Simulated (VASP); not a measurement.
# Ta (Im-3m) in VASP: notebook

Ta is run at these levels: LDA; tasks: single point.

Everything below comes from runs of VASP 6.6.1. Logs are shortened: lines on timing, memory, paths and dates and some standing lists are left out, and cuts for length are marked.

## Step 1: The cell of the first run

Symmetry: Im-3m, No. 229, cubic system. Conventional cell: a = 3.255 Å, b = 3.255 Å, c = 3.255 Å, α = 90.00°, β = 90.00°, γ = 90.00°. Within 3.7 Å of Ta (site symmetry m-3m) lie 14 Ta at 2.82 to 3.26 Å.

## Step 2: Single point, LDA

Contents of INCAR:

```
ALGO = Normal ; EDIFF = 1E-6
ENCUT = 520 ; GGA = CA
ISIF = 2 ; ISMEAR = -1
LASPH = T ; LCHARG = F
LREAL = F ; LWAVE = F
NBANDS = 12 ; NELM = 80
PREC = Accurate ; SIGMA = 0.1
```

Contents of KPOINTS:

```
k-points
0
Gamma
  14 14 14
```

Contents of POSCAR:

```
Ta
1.0
   -1.6276710318      1.6276710318      1.6276710318
    1.6276710318     -1.6276710318      1.6276710318
    1.6276710318      1.6276710318     -1.6276710318
Ta
1
Direct
    0.0000000000      0.0000000000      0.0000000000
```

Potentials or basis: VASP PAW LDA potentials, release 64 (Ta_pv).

On the command line:

```console
$ cat potpaw_LDA.64/Ta_pv/POTCAR > POTCAR
$ mpirun -np 1 vasp_std > vasp.out
```

OUTCAR:

```text
EDIFF = 1E-6
   ENCUT = 520
   GGA = CA
   ISIF = 2
   ISMEAR = -1
   LASPH = T
   LREAL = F
   NELM = 80
   PREC = Accurate

 ion  position               nearest neighbor table
   1  0.000  0.000  0.000-

  LATTYP: Found a body centered cubic cell.
 ALAT       =     3.2553420636

  Lattice vectors:

 A1 = (  -1.6276710318,   1.6276710318,   1.6276710318)
 A2 = (   1.6276710318,  -1.6276710318,   1.6276710318)
 A3 = (   1.6276710318,   1.6276710318,  -1.6276710318)

Analysis of symmetry for initial positions (statically):
=====================================================================
 Subroutine PRICEL returns:
 Original cell was already a primitive cell.

 Routine SETGRP: Setting up the symmetry group for a
 body centered cubic supercell.

 Subroutine GETGRP returns: Found 48 space group operations
 (whereof 48 operations were pure point group operations)
 out of a pool of 48 trial point group operations.

The static configuration has the point symmetry O_h .

Analysis of symmetry for dynamics (positions and initial velocities):
=====================================================================
 Subroutine PRICEL returns:
 Original cell was already a primitive cell.

 Routine SETGRP: Setting up the symmetry group for a
 body centered cubic supercell.

 Subroutine GETGRP returns: Found 48 space group operations
 (whereof 48 operations were pure point group operations)
 out of a pool of 48 trial point group operations.

The dynamic configuration has the point symmetry O_h .

 Subroutine INISYM returns: Found 48 space group operations
 (whereof 48 operations are pure point group operations),
 and found     1 'primitive' translations

----------------------------------------------------------------------------------------

                                     Primitive cell

  volume of cell :      17.2488

  direct lattice vectors                    reciprocal lattice vectors
    -1.627671032  1.627671032  1.627671032     0.000000000  0.307187380  0.307187380
     1.627671032 -1.627671032  1.627671032     0.307187380  0.000000000  0.307187380
     1.627671032  1.627671032 -1.627671032     0.307187380  0.307187380  0.000000000

  length of vectors
     2.819208925  2.819208925  2.819208925     0.434428559  0.434428559  0.434428559

  position of ions in fractional coordinates (direct lattice)
     0.000000000  0.000000000  0.000000000

  ion indices of the primitive-cell ions
   primitive index   ion index
                 1           1

[... 72 lines left out ...]
   LREAL  =      F    real-space projection
   EDIFFG = 0.1E-04   stopping-criterion for IOM
   NSW    =      0    number of steps for IOM
   IBRION =     -1    ionic relax: 0-MD 1-quasi-New 2-CG
   NFREE  =      0    steps in history (QN), initial steepest desc. (CG)
   ISIF   =      2    stress and relaxation
   ISYM   =      2    0-nonsym 1-usesym 2-fastsym
   POTIM  = 0.5000    time-step for ionic-motion
   TEBEG  =    0.0;   TEEND  =   0.0 temperature during run
   PSTRESS=    0.0 pullay stress
   NELECT =      11.0000    total number of electrons
   NUPDOWN=      -1.0000    fix difference up-down
   EMIN   =  10.00;   EMAX   =-10.00  energy-range for DOS
   EFERMI =   0.00;   METHOD = LEGACY
   ISMEAR =    -1;   SIGMA  =   0.10  broadening in eV -4-tet -1-fermi 0-gaus
   EFERMI_NEDOS =   21; number of points for ismear=-14 and -15
   IALGO  =     38    algorithm
   IMIX   =      4    mixing-type and parameters
     AMIX     =   0.40;   BMIX     =  1.00
     AMIX_MAG =   1.60;   BMIX_MAG =  1.00
  volume/ion in A,a.u.               =      17.25       116.40
  Fermi-wavevector in a.u.,A,eV,Ry     =   1.409134  2.662878 27.016543  1.985660
  Thomas-Fermi vector in A             =   2.531221
   LORBIT       =      0    0 simple, 1 ext, 2 COOP (PROOUT), +10 PAW based schemes
   GGA     = CA    functional components
   LHFCALC =     F    Hartree Fock is set to
   AEXX    =    0.0000 exact exchange contribution
   IVDW    =     0    specifies the selected vdW correction
   LEPSILON=     F    determine dielectric tensor
   LRPA    =     F    only Hartree local field effects (RPA)
 non-spin polarized calculation
  energy-cutoff  :      520.00
  volume of cell :       17.25
 maximum number of plane-waves:       476
 NGX is ok and might be reduce to    24
   NGX = 11   NGY = 11   NGZ = 11

 number of electron      11.0000000 magnetization

 Free energy of the ion-electron system (eV)
  ---------------------------------------------------
  ext. energy  EPLUGINS =         0.00000000
  ---------------------------------------------------
  free energy    TOTEN  =       -12.85066709 eV

  energy without entropy =      -12.81114171  energy(sigma->0) =      -12.83090440

 E-fermi :   5.7672     XC(G=0): -13.0176

 val. band max:        5.7385804157   @ k =   0.3571   0.2143   0.0000
 cond. band min:       5.7779930186   @ k =  -0.3571   0.3571   0.0714
 fundamental gap:      0.0394126029
 Fermi energy:         5.7672024841

 k-point     1 :       0.0000    0.0000    0.0000
  band No.  band energies     occupation
      1     -26.9672      2.00000
      2     -26.9672      2.00000
      3     -26.9672      2.00000
      4      -2.2391      2.00000
      5       6.4299      0.00264
      6       6.4299      0.00264
      7       6.4299      0.00264
      8       9.8454      0.00000
      9       9.8454      0.00000
     10      19.5959      0.00000
     11      21.0413      0.00000
     12      21.0413      0.00000
[... 331 lines left out ...]
 k-point    24 :       0.3571    0.2857    0.0000
  band No.  band energies     occupation
      1     -28.0254      2.00000
      2     -27.8153      2.00000
      3     -27.1403      2.00000
      4       3.0628      2.00000
      5       4.4769      2.00000
      6       5.1180      1.99697
      7      10.1119      0.00000
      8      10.7289      0.00000
      9      15.1969      0.00000
     10      17.4552      0.00000
     11      19.3061      0.00000
     12      19.6027      0.00000

 [... further k-points ...]
[... 5 lines left out ...]
  --------------------------------------------------------------------------------------
  -------------------------------------------------------------------------------------
  Total        0.0930790      0.0930790      0.0930790     -0.0000000     -0.0000000      0.0000000
  in kB        8.6457424      8.6457424      8.6457424     -0.0000000     -0.0000000      0.0000000
  external PRESSURE =       8.6457424 kB  Pullay stress =       0.0000000 kB

 VOLUME and BASIS-vectors are now :
 -----------------------------------------------------------------------------
  energy-cutoff  :      520.00
  volume of cell :       17.25
      direct lattice vectors                 reciprocal lattice vectors
    -1.627671032  1.627671032  1.627671032     0.000000000  0.307187380  0.307187380
     1.627671032 -1.627671032  1.627671032     0.307187380  0.000000000  0.307187380
     1.627671032  1.627671032 -1.627671032     0.307187380  0.307187380  0.000000000

 POSITION                                       TOTAL-FORCE (eV/Angst)
 -----------------------------------------------------------------------------------
      0.00000      0.00000      0.00000         0.000000      0.000000      0.000000
 -----------------------------------------------------------------------------------
    total drift:                               -0.000000      0.000000     -0.000000

  FREE ENERGIE OF THE ION-ELECTRON SYSTEM (eV)
  ---------------------------------------------------
  free  energy   TOTEN  =       -12.8506670919 eV

  energy  without entropy=      -12.8111417147  energy(sigma->0) =      -12.83090440
```

OSZICAR:

```text
N       E                     dE             d eps       ncg     rms          rms(c)
DAV:   1     0.588585159299E+02    0.58859E+02   -0.61215E+03  2512   0.876E+02
DAV:   2    -0.123036177052E+02   -0.71162E+02   -0.69346E+02  2784   0.245E+02
DAV:   3    -0.133131677250E+02   -0.10096E+01   -0.99598E+00  2976   0.273E+01
DAV:   4    -0.133156601982E+02   -0.24925E-02   -0.24923E-02  2728   0.148E+00
DAV:   5    -0.133156670265E+02   -0.68283E-05   -0.68280E-05  2888   0.748E-02    0.145E+01
DAV:   6    -0.129625613870E+02    0.35311E+00   -0.27649E-01  2848   0.540E+00    0.703E+00
DAV:   7    -0.128528157707E+02    0.10975E+00   -0.22409E-01  2860   0.458E+00    0.349E-01
DAV:   8    -0.128506928588E+02    0.21229E-02   -0.38310E-03  2632   0.663E-01    0.902E-02
DAV:   9    -0.128506676419E+02    0.25217E-04   -0.65280E-05  2872   0.845E-02    0.253E-02
DAV:  10    -0.128506670919E+02    0.55008E-06   -0.33540E-06  2632   0.195E-02
   1 F= -.12850667E+02 E0= -.12830904E+02  d E =-.395254E-01
```

stdout:

```text
POSCAR found type information on POSCAR Ta
 POSCAR found :  1 types and       1 ions
 scaLAPACK will be used
 LDA part: xc-table for (Slater(with rela. corr.)+CA(PZ))
 , standard interpolation
 POSCAR, INCAR and KPOINTS ok, starting setup
 FFT: planning ... GRIDC
 FFT: planning ... GRID_SOFT
 FFT: planning ... GRID
 WAVECAR not read
 entering main loop
```

It took 16 s on 1 thread of Intel Xeon 8259CL, shared host; peak memory 0.14 GiB.

Results:

```yaml
Free_energy: -12.8507 eV
Pressure: 0.9 GPa
```

Caveat: spin-orbit coupling is left out, which moves the levels of the heavy elements.

## Step 3: Single point, LDA

Contents of INCAR:

```
ALGO = Normal ; EDIFF = 1E-6
ENCUT = 520 ; ISIF = 2
ISMEAR = -1 ; LASPH = T
LCHARG = F ; LREAL = F
LWAVE = F ; NBANDS = 12
NELM = 60 ; PREC = Accurate
SIGMA = 0.1
```

KPOINTS is that of step 2.

POSCAR is that of step 2.

Potentials or basis: VASP PAW LDA potentials, release 64 (Ta_pv).

On the command line:

```console
$ cat potpaw_LDA.64/Ta_pv/POTCAR > POTCAR
$ mpirun -np 1 vasp_std > vasp.out
```

Wall time 18 s (1 thread of Intel Xeon 8259CL, shared host); peak memory 0.14 GiB.

It converged, with:

* Free energy: -12.8507 eV
* Pressure: 0.9 GPa

Levels at points of the mesh, in eV from the Fermi level:
```csv
k point,band 2,band 3,band 4,band 5,band 6,band 7,band 8,band 9
"(0.00, 0.00, 0.00)",-32.73,-32.73,-8.01,0.66,0.66,0.66,4.08,4.08
"(0.50, 0.00, 0.00)",-33.18,-32.75,-4.57,-1.72,1.95,3.99,5.05,8.18
"(0.50, 0.50, 0.50)",-33.69,-33.69,-4.09,-4.09,7.14,7.14,7.14,9.15
```

Caveat: spin-orbit coupling is left out, which moves the levels of the heavy elements.

## Step 4: Single point, LDA

Contents of INCAR:

```
SYSTEM = Ta
ALGO     = Normal         ! electronic algorithm
EDIFF    = 1E-6           ! SCF threshold, eV
ENCUT    = 520            ! plane-wave cutoff, eV
GGA      = CA             ! functional
ISIF     = 2              ! what is computed and relaxed
ISMEAR   = -1             ! smearing method
LASPH    = .True.         ! aspherical terms in the spheres
LCHARG   = .False.        ! write CHGCAR
LREAL    = .False.        ! projectors in reciprocal space
LWAVE    = .False.        ! write WAVECAR
NBANDS   = 12             ! bands
NELM     = 60             ! most SCF steps
PREC     = Accurate       ! precision mode
SIGMA    = 0.1            ! smearing width, eV
```

Contents of KPOINTS:

```
k-points
0
Gamma
  14 14 14
  0 0 0
```

POSCAR is that of step 3.

Potentials or basis: VASP PAW LDA potentials, release 64 (Ta_pv).

On the command line:

```console
$ cat potpaw_LDA.64/Ta_pv/POTCAR > POTCAR
$ mpirun -np 1 vasp_std > vasp.out
```

OUTCAR:

```text
SYSTEM = Ta
   EDIFF = 1E-6
   ENCUT = 520
   GGA = CA
   ISIF = 2
   ISMEAR = -1
   LASPH = .True.
   LREAL = .False.
   NELM = 60
   PREC = Accurate

 ion  position               nearest neighbor table
   1  0.000  0.000  0.000-

  LATTYP: Found a body centered cubic cell.
 ALAT       =     3.2553420636

  Lattice vectors:

 A1 = (  -1.6276710318,   1.6276710318,   1.6276710318)
 A2 = (   1.6276710318,  -1.6276710318,   1.6276710318)
[... 539 lines left out ...]
     12      19.6027      0.00000

 [... further k-points ...]

------------------------ aborting loop because EDIFF is reached ----------------------------------------

  FORCE on cell =-STRESS in cart. coord.  units (eV):
  Direction    XX          YY          ZZ          XY          YZ          ZX
  --------------------------------------------------------------------------------------
  -------------------------------------------------------------------------------------
  Total        0.0930790      0.0930790      0.0930790     -0.0000000     -0.0000000      0.0000000
  in kB        8.6457424      8.6457424      8.6457424     -0.0000000     -0.0000000      0.0000000
  external PRESSURE =       8.6457424 kB  Pullay stress =       0.0000000 kB

 VOLUME and BASIS-vectors are now :
 -----------------------------------------------------------------------------
  energy-cutoff  :      520.00
  volume of cell :       17.25
      direct lattice vectors                 reciprocal lattice vectors
    -1.627671032  1.627671032  1.627671032     0.000000000  0.307187380  0.307187380
     1.627671032 -1.627671032  1.627671032     0.307187380  0.000000000  0.307187380
     1.627671032  1.627671032 -1.627671032     0.307187380  0.307187380  0.000000000

 POSITION                                       TOTAL-FORCE (eV/Angst)
 -----------------------------------------------------------------------------------
      0.00000      0.00000      0.00000         0.000000      0.000000      0.000000
 -----------------------------------------------------------------------------------
    total drift:                               -0.000000      0.000000     -0.000000

  FREE ENERGIE OF THE ION-ELECTRON SYSTEM (eV)
  ---------------------------------------------------
  free  energy   TOTEN  =       -12.8506670919 eV

  energy  without entropy=      -12.8111417147  energy(sigma->0) =      -12.83090440
```

Run time: 20 s. Hardware: 1 thread of Intel Xeon 8259CL, shared host; peak memory 0.14 GiB.

What came out:

```
Free energy : -12.8507 eV
Pressure    : 0.9 GPa
```

Levels at points of the mesh, in eV from the Fermi level:
```csv
k point,band 1,band 2,band 3,band 4,band 5,band 6,band 7,band 8,band 9,band 10
"(0.00, 0.00, 0.00)",-32.73,-32.73,-32.73,-8.01,0.66,0.66,0.66,4.08,4.08,13.83
"(0.50, 0.00, 0.00)",-34.11,-33.18,-32.75,-4.57,-1.72,1.95,3.99,5.05,8.18,12.22
"(0.50, 0.50, 0.50)",-33.69,-33.69,-33.69,-4.09,-4.09,7.14,7.14,7.14,9.15,9.15
```

Caveat: spin-orbit coupling is left out, which moves the levels of the heavy elements.

## Step 5: Single point, LDA

Contents of INCAR:

```
SYSTEM = Ta
PREC = Accurate
ENCUT = 520
EDIFF = 1E-6
ISMEAR = -1
SIGMA = 0.1
LREAL = .FALSE.
LASPH = .TRUE.
NELM = 100
ALGO = Normal
ISIF = 2
LWAVE = .FALSE.
LCHARG = .FALSE.
NBANDS = 12
```

Contents of KPOINTS:

```
Automatic mesh
0
G
  14 14 14
  0 0 0
```

POSCAR is that of step 4.

On the command line:

```console
$ cat potpaw_LDA.64/Ta_pv/POTCAR > POTCAR
$ mpirun -np 1 vasp_std > vasp.out
```

Wall time 20 s (1 thread of Intel Xeon 8259CL, shared host); peak memory 0.14 GiB.

The run converged. Its results:

| Quantity | Value |
| --- | --- |
| Free energy | -12.8507 eV |
| Pressure | 0.9 GPa |

Levels at points of the mesh, in eV from the Fermi level:
```
           k point  band 1  band 2  band 3  band 4  band 5  band 6  band 7  band 8  band 9  band 10
(0.00, 0.00, 0.00)  -32.73  -32.73  -32.73   -8.01    0.66    0.66    0.66    4.08    4.08    13.83
(0.50, 0.00, 0.00)  -34.11  -33.18  -32.75   -4.57   -1.72    1.95    3.99    5.05    8.18    12.22
(0.50, 0.50, 0.50)  -33.69  -33.69  -33.69   -4.09   -4.09    7.14    7.14    7.14    9.15     9.15
```

Caveat: spin-orbit coupling is left out, which moves the levels of the heavy elements.
